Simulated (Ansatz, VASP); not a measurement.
# Nb in VASP and in Ansatz

```
CELL_PARAMETERS angstrom
0.00000 2.07912 2.07912
2.07912 0.00000 2.07912
2.07912 2.07912 0.00000
ATOMIC_POSITIONS crystal
Nb 0.00000 0.00000 0.00000
```

Alike in both runs: task relaxation of cell and atoms; functional LDA; k mesh 13 × 13 × 13; occupations fermi-dirac, width 0.1 eV; no spin polarisation.

|  | VASP | Ansatz |
| --- | --- | --- |
| version | VASP 6.6.1 | Ansatz 0.2.0 |
| potentials or method | VASP PAW LDA potentials, release 64 (Nb_sv), cutoff 600 eV | plane waves (420 eV) with PAW, scalar-relativistic |
| valence electrons in the cell | 13 | 13 |

|  | VASP | Ansatz | Ansatz less VASP |
| --- | --- | --- | --- |
| relaxed volume (Å³/atom) | 17.76 | 17.77 | +0.007 |
| relaxed cell length with the largest relative difference (Å) | 2.929 | 2.929 | +0.0004 |

Ansatz warns that its potentials were made for another functional, while VASP's fit it. LDA's correlation is that of Perdew and Zunger in VASP and of Perdew and Wang (1992) in Ansatz.
